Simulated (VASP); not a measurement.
Write the native input for VASP 6.6.1 that does the following.

```yaml
Task: relaxation of cell and atoms
Functional: LDA
Potentials_or_basis: VASP PAW LDA potentials, release 64 (Sn_d, O)
Cutoff: 600 eV
k_mesh: 4 × 4 × 6
Occupations: gaussian, width 0.01 eV
Spin: no spin polarisation
Target_pressure: 4 GPa
Dipole_correction: no
Further_INCAR_settings: ALGO = Normal; EDIFF = 1e-07; IBRION = 2; EDIFFG = -0.01; NSW = 80; ISIF = 3
```

The structure of SnO2 (Cassiterite) lies in POSCAR:

```
SnO2
1.0
    4.7380000000      0.0000000000      0.0000000000
    0.0000000000      4.7380000000      0.0000000000
    0.0000000000      0.0000000000      3.1865000000
Sn O
2 4
Direct
    0.0000000000      0.0000000000      0.0000000000
    0.5000000000      0.5000000000      0.5000000000
    0.3071000000      0.3071000000      0.0000000000
    0.1929000000      0.8071000000      0.5000000000
    0.6929000000      0.6929000000      0.0000000000
    0.8071000000      0.1929000000      0.5000000000
```

These files were run (other wordings do the same):

INCAR

```
  PREC = Accurate
  ENCUT = 600
  EDIFF = 1E-7
  ISMEAR = 0
  SIGMA = 0.01
  LREAL = False
  LASPH = True
  NELM = 100
  ALGO = Normal
  ISIF = 3
  LWAVE = False
  LCHARG = False
  IBRION = 2
  NSW = 80
  EDIFFG = -0.01
  PSTRESS = 40.0
```

KPOINTS

```
Automatic mesh
0
Gamma
  4 4 6
```

Potentials or basis: VASP PAW LDA potentials, release 64 (Sn_d, O).

The run is started by

```console
$ cat potpaw_LDA.64/Sn_d/POTCAR potpaw_LDA.64/O/POTCAR > POTCAR
$ mpirun -np 1 vasp_std > vasp.out
```

Results of the run:

The relaxed volume is 11.68 Å³/atom and the relaxed cell is a = 4.692 Å, b = 4.692 Å, c = 3.184 Å, α = 90.00°, β = 90.00°, γ = 90.00°. The space group after relaxing (to 0.05 Å) is P4_2/mnm (No. 136), the energy change on relaxing (the enthalpy is what falls) is +2.0 meV/atom and the ionic steps are 6. The pressure after relaxing is 4.0 GPa and the largest force after relaxing is 0.007 eV/Å. The band gap on the k mesh is 1.35 eV, direct.

Caveat: the cell is relaxed towards a set pressure, so the enthalpy falls and the energy may rise; spin-orbit coupling is left out, which moves the levels of the heavy elements.

It took 100 s on 1 thread of Intel(R) Xeon(R) 6975P-C (Granite Rapids), with other jobs on the host, peak memory 0.2 GiB.
